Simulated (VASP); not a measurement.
Crystal: AlN.

```
Al N
1.0
     2.83285    0.00000    0.00000
    -1.41643    2.45332    0.00000
     0.00000    0.00000    4.84101
Al N
2 2
Direct
  0.00000 0.00000 0.00000
  0.00000 0.00000 0.50000
  0.33333 0.66667 0.25000
  0.66667 0.33333 0.75000
```

Program: VASP 6.6.1. Alike in all runs: task single point; potentials or basis VASP PAW PBE potentials, release 64 (Al, N); no spin polarisation; cell as given; cutoff (eV) 520; smearing gaussian 0.01 eV. Hardware: 1 thread of Intel(R) Xeon(R) Platinum 8488C (Sapphire Rapids), with other jobs on the host.

Order these runs on this cell by their wall time, lowest first.
A. level HSE06; k mesh 6 × 6 × 4; grid for exact exchange (PRECFOCK) Normal; screening parameter 0.2079 1/Å
B. level PBE; k mesh 9 × 9 × 4
C. level r2SCAN; k mesh 9 × 9 × 4

B (8.4 s), C (37 s), A (600 s).

Caveats: some runs use coarse meshes.
